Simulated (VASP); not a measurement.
# SnO2 (klda) in VASP: notebook, part 2 of 2

VASP 6.6.1.

### Step 3. Single point, LDA

This run uses another cell than the first one, of 12.59 Å³/atom, 1.061 times its volume.

File INCAR:

```
PREC     = Accurate       # precision mode
ENCUT    = 520            # plane-wave cutoff, eV
EDIFF    = 1E-7           # SCF threshold, eV
ISMEAR   = 0              # smearing method
SIGMA    = 0.1            # smearing width, eV
LREAL    = False          # projectors in reciprocal space
LASPH    = True           # aspherical terms in the spheres
NELM     = 80             # most SCF steps
ALGO     = Normal         # electronic algorithm
ISIF     = 2              # what is computed and relaxed
LWAVE    = False          # write WAVECAR
LCHARG   = False          # write CHGCAR
NBANDS   = 35             # bands
```

File KPOINTS:

```
regular mesh
0
Gamma
  4 4 6
```

File POSCAR:

```
SnO2
1.0
    4.7880040000      0.0000000000      0.0000000000
    0.0000000000      4.8665820000      0.0000000000
    0.0000000000      0.0000000000      3.2408980000
Sn O
2 4
Direct
    0.5000000000      0.5000000000      0.5000000000
    0.0000000000      0.0000000000      0.0000000000
    0.2918550000      0.3210420000      0.0000000000
    0.7918550000      0.1789580000      0.5000000000
    0.2081450000      0.8210420000      0.5000000000
    0.7081450000      0.6789580000      0.0000000000
```

Potentials or basis: VASP PAW LDA potentials, release 64 (Sn_d, O).

On the command line:

```console
$ cat potpaw_LDA.64/Sn_d/POTCAR potpaw_LDA.64/O/POTCAR > POTCAR
$ mpirun -np 1 vasp_std > vasp.out
```

It took 26 s on 1 thread of Intel Xeon 6975P-C (Granite Rapids), shared host; peak memory 0.19 GiB.

Results (log left out):

```
Free energy            : -42.1335 eV
Pressure               : -10.4 GPa
Largest force          : 0.151 eV/Å
Band gap on the k mesh : 0.70 eV, direct
```

Forces on the atoms (eV/Å):
```
Sn   0.000  0.000  0.000
Sn   0.000  0.000  0.000
O    0.151 -0.004  0.000
O    0.151  0.004  0.000
O   -0.151 -0.004  0.000
O   -0.151  0.004  0.000
```

Stress tensor (GPa, compression positive):
```
 -9.75   0.00   0.00
  0.00 -10.02   0.00
  0.00   0.00 -11.43
```

Levels at points of the mesh, in eV from the valence-band top:
```csv
k point,band 23,band 24,band 25,band 26,band 27,band 28,band 29,band 30
"(0.00, 0.00, 0.00)",-1.16,-0.64,-0.63,0.00,0.70,5.53,5.84,6.00
"(0.50, 0.00, 0.00)",-1.14,-1.14,-0.44,-0.44,3.73,3.73,6.41,6.41
"(0.00, 0.50, 0.00)",-1.13,-1.13,-0.57,-0.57,3.89,3.89,6.86,6.86
"(0.50, 0.50, 0.00)",-1.26,-1.26,-0.73,-0.73,4.20,4.20,6.99,6.99
"(0.00, 0.00, 0.50)",-1.47,-1.47,-1.05,-1.05,5.47,5.47,9.17,9.17
"(0.50, 0.00, 0.50)",-0.83,-0.83,-0.73,-0.73,5.77,5.77,7.57,7.57
"(0.00, 0.50, 0.50)",-1.04,-1.04,-0.62,-0.62,5.67,5.67,7.35,7.35
"(0.50, 0.50, 0.50)",-0.85,-0.85,-0.66,-0.66,4.25,4.25,8.41,8.41
```

Caveat: spin-orbit coupling is left out, which moves the levels of the heavy elements.

### Step 4. Single point, LDA

File INCAR:

```
  ALGO = Normal
  EDIFF = 1E-6
  ENCUT = 520
  ISIF = 2
  ISMEAR = 0
  LASPH = True
  LCHARG = False
  LREAL = False
  LWAVE = False
  NBANDS = 35
  NELM = 80
  PREC = Accurate
  SIGMA = 0.02
```

File KPOINTS:

```
k-points
0
Gamma
  6 6 8
```

File POSCAR:

```
SnO2
1.0
    4.7198421757      0.0000000000      0.0000000000
    0.0000000000      4.7204354136      0.0000000000
    0.0000000000      0.0000000000      3.1887822025
Sn O
2 4
Direct
    0.5000000000      0.5000000000      0.5000000000
    0.0000000000      0.0000000000      0.0000000000
    0.3060176679      0.3061305556      0.0000000000
    0.8060176679      0.1938694444      0.5000000000
    0.1939823321      0.8061305556      0.5000000000
    0.6939823321      0.6938694444      0.0000000000
```

On the command line:

```console
$ cat potpaw_LDA.64/Sn_d/POTCAR potpaw_LDA.64/O/POTCAR > POTCAR
$ mpirun -np 1 vasp_std > vasp.out
```

Run time: 54 s. Hardware: 1 thread of Intel Xeon 6975P-C (Granite Rapids), shared host; peak memory 0.26 GiB.

Results (log left out):

```
Free energy            : -42.2789 eV
Pressure               : 1.4 GPa
Largest force          : 0.027 eV/Å
Band gap on the k mesh : 1.21 eV, direct
```

Forces on the atoms (eV/Å):
```
Sn   0.000  0.000  0.000
Sn   0.000  0.000  0.000
O   -0.019 -0.019  0.000
O   -0.019  0.019  0.000
O    0.019 -0.019  0.000
O    0.019  0.019  0.000
```

Stress tensor (GPa, compression positive):
```
1.22 0.00 0.00
0.00 1.21 0.00
0.00 0.00 1.78
```

Levels at points of the mesh, in eV from the valence-band top:
| k point | band 24 | band 25 | band 26 | band 27 | band 28 | band 29 |
| --- | --- | --- | --- | --- | --- | --- |
| (0.00, 0.00, 0.00) | -0.81 | -0.81 | 0.00 | 1.21 | 5.97 | 6.08 |
| (0.50, 0.00, 0.00) | -1.24 | -0.65 | -0.65 | 4.37 | 4.37 | 6.84 |
| (0.00, 0.50, 0.00) | -1.24 | -0.65 | -0.65 | 4.37 | 4.37 | 6.84 |
| (0.50, 0.50, 0.00) | -1.36 | -0.92 | -0.92 | 4.76 | 4.76 | 7.34 |
| (0.00, 0.00, 0.50) | -1.74 | -1.29 | -1.29 | 6.09 | 6.09 | 9.55 |
| (0.50, 0.00, 0.50) | -1.14 | -0.72 | -0.72 | 6.38 | 6.38 | 7.92 |
| (0.00, 0.50, 0.50) | -1.14 | -0.72 | -0.72 | 6.38 | 6.38 | 7.91 |
| (0.50, 0.50, 0.50) | -0.99 | -0.85 | -0.85 | 4.74 | 4.74 | 8.65 |

Caveat: spin-orbit coupling is left out, which moves the levels of the heavy elements. Expect the measured gap to be larger: semilocal functionals such as LDA lack the derivative discontinuity.

### Step 5. Relaxation of cell and atoms, LDA

This run uses another cell than the first one, of 12.59 Å³/atom, 1.061 times its volume.

File INCAR:

```
SYSTEM = SnO2
ALGO = Normal
EDIFF = 1E-7
EDIFFG = -0.05
ENCUT = 600
GGA = CA
IBRION = 2
ISIF = 3
ISMEAR = 0
LASPH = .TRUE.
LCHARG = .FALSE.
LREAL = .FALSE.
LWAVE = .FALSE.
NELM = 80
NSW = 100
PREC = Accurate
SIGMA = 0.1
```

File KPOINTS:

```
k-points
0
G
  4 4 6
  0 0 0
```

File POSCAR:

```
SnO2
1.0
    4.7880040000      0.0000000000      0.0000000000
    0.0000000000      4.8665820000      0.0000000000
    0.0000000000      0.0000000000      3.2408980000
Sn O
2 4
Direct
    0.5000000000      0.5000000000      0.5000000000
    0.0000000000      0.0000000000      0.0000000000
    0.2918550000      0.3210420000      0.0000000000
    0.7918550000      0.1789580000      0.5000000000
    0.2081450000      0.8210420000      0.5000000000
    0.7081450000      0.6789580000      0.0000000000
```

On the command line:

```console
$ cat potpaw_LDA.64/Sn_d/POTCAR potpaw_LDA.64/O/POTCAR > POTCAR
$ mpirun -np 1 vasp_std > vasp.out
```

Wall time 5.6 min (1 thread of Intel Xeon 6975P-C (Granite Rapids), shared host); peak memory 0.23 GiB.

Results (log left out):

| Property | Result |
| --- | --- |
| Free energy | -42.2998 eV |
| Relaxed volume | 11.88 Å³/atom |
| Relaxed cell | a = 4.707 Å, b = 4.732 Å, c = 3.199 Å, α = 90.00°, β = 90.00°, γ = 90.00° |
| Space group after relaxing (to 0.05 Å) | Pnnm (No. 58) |
| Energy gained by relaxing | 26.1 meV/atom |
| Ionic steps | 16 |
| Pressure after relaxing | 0.3 GPa |
| Largest force after relaxing | 0.040 eV/Å |
| Band gap on the k mesh | 1.19 eV, direct |

Forces on the atoms (eV/Å):
```
Sn   0.000  0.000  0.000
Sn   0.000  0.000  0.000
O   -0.012 -0.038  0.000
O   -0.012  0.038  0.000
O    0.012 -0.038  0.000
O    0.012  0.038  0.000
```

Stress tensor (GPa, compression positive):
```
0.44 0.00 0.00
0.00 0.43 0.00
0.00 0.00 0.07
```

Step by step:
| step | energy change (eV) | largest force (eV/Å) | pressure (GPa) | volume (Å³) |
| --- | --- | --- | --- | --- |
| 1 | 0.0000 | 0.1512 | -10.59 | 75.52 |
| 2 | 0.1029 | 0.5776 | 17.40 | 66.78 |
| 3 | -0.1429 | 0.1589 | -0.30 | 71.54 |
| 4 | -0.1430 | 0.1640 | -0.07 | 71.46 |
| 5 | -0.1488 | 0.0548 | 0.10 | 71.23 |
| 6 | -0.1489 | 0.0639 | 0.12 | 71.20 |
| 7 | -0.1496 | 0.0544 | -0.07 | 71.27 |
| 8 | -0.1501 | 0.0510 | -0.40 | 71.38 |
| 9 | -0.1505 | 0.0528 | -0.23 | 71.33 |
| 10 | -0.1512 | 0.0694 | 0.24 | 71.19 |
| 11 | -0.1507 | 0.1254 | 1.22 | 70.91 |
| 12 | -0.1513 | 0.0846 | 0.54 | 71.11 |
| 13 | -0.1517 | 0.0825 | 0.53 | 71.11 |
| 14 | -0.1526 | 0.0767 | 0.51 | 71.13 |
| 15 | -0.1543 | 0.0644 | 0.46 | 71.17 |
| 16 | -0.1567 | 0.0404 | 0.32 | 71.25 |

Final structure:
```
CELL_PARAMETERS angstrom
4.70731 0.00000 0.00000
0.00000 4.73151 0.00000
0.00000 0.00000 3.19906
ATOMIC_POSITIONS crystal
Sn 0.50000 0.50000 0.50000
Sn 0.00000 0.00000 0.00000
O 0.30080 0.31178 0.00000
O 0.80080 0.18823 0.50000
O 0.19920 0.81178 0.50000
O 0.69920 0.68822 0.00000
```

Levels at points of the mesh, in eV from the valence-band top:
```
           k point  band 23  band 24  band 25  band 26  band 27  band 28  band 29  band 30
(0.00, 0.00, 0.00)    -1.26    -0.79    -0.79     0.00     1.19     5.92     6.04     6.09
(0.50, 0.00, 0.00)    -1.23    -1.23    -0.61    -0.61     4.31     4.31     6.71     6.71
(0.00, 0.50, 0.00)    -1.23    -1.23    -0.66    -0.66     4.37     4.37     6.90     6.90
(0.50, 0.50, 0.00)    -1.36    -1.36    -0.89    -0.89     4.72     4.72     7.30     7.30
(0.00, 0.00, 0.50)    -1.72    -1.72    -1.27    -1.27     6.06     6.06     9.55     9.55
(0.50, 0.00, 0.50)    -1.08    -1.08    -0.72    -0.72     6.37     6.37     7.96     7.96
(0.00, 0.50, 0.50)    -1.16    -1.16    -0.68    -0.68     6.33     6.33     7.88     7.88
(0.50, 0.50, 0.50)    -0.98    -0.98    -0.83    -0.83     4.74     4.74     8.64     8.64
```

Caveat: spin-orbit coupling is left out, which moves the levels of the heavy elements; the relaxation stopped at a loose force limit of 0.05 eV/Å, so its end isn't a converged minimum.

### Step 6. Summary

```csv
task,cell,k mesh,cutoff (eV),smearing,gap on the mesh (eV),pressure (GPa),largest force (eV/Å)
single point,"a = 4.714, b = 4.737, c = 3.187 Å, 6 atoms",4 × 4 × 6,520,gaussian 0.1 eV,1.20,1.1,0.03
single point,"a = 4.788, b = 4.867, c = 3.241 Å, 6 atoms",4 × 4 × 6,520,gaussian 0.1 eV,0.70,-10.4,0.15
single point,"a = 4.720, b = 4.720, c = 3.189 Å, 6 atoms",6 × 6 × 8,520,gaussian 0.02 eV,1.21,1.4,0.03
relaxation of cell and atoms,"relaxed from a = 4.788, b = 4.867, c = 3.241 Å, 6 atoms",4 × 4 × 6,600,gaussian 0.1 eV,1.19,0.3,0.04
```

Alike in all rows: level LDA; potentials or basis VASP PAW LDA potentials, release 64 (Sn_d, O); no spin polarisation.

Caveats: spin-orbit coupling is left out, which moves the levels of the heavy elements; the relaxation stopped at a loose force limit of 0.05 eV/Å, so its end isn't a converged minimum (some runs).

Absolute energies hang on the potentials; compare differences alone.
